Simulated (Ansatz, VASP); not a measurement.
# Ti: VASP beside Ansatz

File INCAR:

```
PREC = Accurate
ENCUT = 520
EDIFF = 1E-6
ISMEAR = 0
SIGMA = 0.15
LREAL = False
LASPH = True
NELM = 80
ALGO = Fast
ISIF = 2
LWAVE = False
LCHARG = False
GGA = PE
NBANDS = 19
```

KPOINTS

```
regular mesh
0
Gamma
  14 14 14
```

POSCAR

```
Ti
1.0
    0.0000000000     -3.2552372153      0.0000000000
   -3.2552372153      0.0000000000      0.0000000000
    0.0000000000      0.0000000000     -3.2552372153
Ti
2
Direct
    0.5474312592      0.5474312592      0.5000000000
   -0.0474312592     -0.0474312592      0.0000000000
```

Input for Ansatz:

```yaml
crystal:
  lattice:
    - [0.0, -3.2552372153, 0.0]
    - [-3.2552372153, 0.0, 0.0]
    - [0.0, 0.0, -3.2552372153]
  atoms:
    - { symbol: Ti, position: [0.5474312592, 0.5474312592, 0.5] }
    - { symbol: Ti, position: [-0.0474312592, -0.0474312592, 0.0] }
basis:
  ecutwfc: 520.0
kpoints:
  mp_grid: { grid: [14, 14, 14] }
hamiltonian:
  xc: pbe
  pseudopotentials: { kind: paw, azcp: { folder: soft_1 } }
scf:
  occupations: { method: gaussian, width: 0.15 }
output:
  forces: true
  stress: true
  eigenvalues: true
```

Change from the starting cell: mode 4 frozen in at -0.154 Å and mode 5 at -0.154 Å (largest displacements).

Alike in both runs: task single point; functional PBE; k mesh 14 × 14 × 14; occupations gaussian, width 0.15 eV; no spin polarisation.

|  | VASP | Ansatz |
| --- | --- | --- |
| version | VASP 6.6.1 | Ansatz 0.2.0 |
| potentials or method | VASP PAW PBE potentials, release 64 (Ti_sv), cutoff 520 eV | scalar-relativistic, plane waves, PAW |
| valence electrons in the cell | 24 | 24 |

```csv
,VASP,Ansatz,Ansatz less VASP
gap on the k mesh at the Fermi level (eV),none,none,-
pressure (GPa),3.5,3.7,+0.20
"traceless stress, the component that is largest in VASP (GPa)",3.82,3.68,-0.144
rms of the force components (eV/Å),1.407,1.396,-0.0108
```

Atom by atom the forces differ by 0.011 eV/Å (rms over components). A gap of «none» marks a metal or a gap that the smearing closes. The functional is the same, so the differences come from potentials, cutoffs and numerics.
